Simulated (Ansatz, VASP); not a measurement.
Given: the input of a run of Ansatz 0.2.0 on ZnO.

input.yaml

```yaml
crystal:
  lattice:
    - [3.249308, 0.0, 0.0]
    - [-1.624654, 2.8139832727, 0.0]
    - [0.0, 0.0, 5.205709]
  atoms:
    - { symbol: Zn, position: [0.6666666667, 0.3333333333, 0.0] }
    - { symbol: Zn, position: [0.3333333333, 0.6666666667, 0.5] }
    - { symbol: O, position: [0.3333333333, 0.6666666667, 0.87901] }
    - { symbol: O, position: [0.6666666667, 0.3333333333, 0.37901] }
hamiltonian:
  xc: pbe
  pseudopotentials: { kind: paw }
kpoints:
  mp_grid: { grid: [9, 9, 5] }
scf:
  occupations: { method: gaussian, width: 0.026 }
output:
  forces: true
  stress: true
  eigenvalues: true
```

Potentials or basis: Ansatz PAW.

Command:

```console
$ ansatz run input.yaml --threads 2 --pin off --max-ram 5632MiB --backend cpu --events-out ev --progress --plain --runs-dir out
```

Q: Translate it to VASP 6.6.1. Potentials there: VASP PAW PBE potentials, release 64 (Zn, O_h).

A: As run (the cutoff follows the program's own potentials):

Contents of INCAR:

```
PREC     = Accurate       # precision mode
ENCUT    = 910            # plane-wave cutoff, eV
EDIFF    = 1E-6           # SCF threshold, eV
ISMEAR   = 0              # smearing method
SIGMA    = 0.026000000000000002 # smearing width, eV
LREAL    = F              # projectors in reciprocal space
LASPH    = T              # aspherical terms in the spheres
NELM     = 120            # most SCF steps
ALGO     = Normal         # electronic algorithm
ISIF     = 2              # what is computed and relaxed
LWAVE    = F              # write WAVECAR
LCHARG   = T              # write CHGCAR
GGA      = PE             # functional
LELF     = T              # ELF
LVHAR    = T            
NBANDS   = 26             # bands
GGA_COMPAT= F
```

The input KPOINTS:

```
Automatic mesh
0
Gamma
  9 9 5
```

File POSCAR:

```
ZnO
1.0
    3.2493080000      0.0000000000      0.0000000000
   -1.6246540000      2.8139832727      0.0000000000
    0.0000000000      0.0000000000      5.2057090000
Zn O
2 2
Direct
    0.6666666667      0.3333333333      0.0000000000
    0.3333333333      0.6666666667      0.5000000000
    0.3333333333      0.6666666667      0.8790100000
    0.6666666667      0.3333333333      0.3790100000
```

Potentials or basis: VASP PAW PBE potentials, release 64 (Zn, O_h).

Command:

```bash
$ cat potpaw_PBE.64/Zn/POTCAR potpaw_PBE.64/O_h/POTCAR > POTCAR
$ mpirun -np 1 vasp_std > vasp.out
```

Both were run:

|  | VASP | Ansatz | Ansatz less VASP |
| --- | --- | --- | --- |
| gap on the k mesh at the Fermi level (eV) | 0.79 | 0.80 | +0.013 |
| least direct gap on the mesh (eV) | 0.79 | 0.80 | +0.013 |
| rms of the force components (eV/Å) | 0.043 | 0.040 | -0.0021 |

Atom by atom the forces differ by 0.002 eV/Å (rms over components).

Noted on VASP's run: the cutoff is short for stress, so the pressure is rough. Noted on Ansatz's run: odd divisions of the mesh miss points on the zone boundary, where band edges often lie, so the gap on the mesh can be too wide.
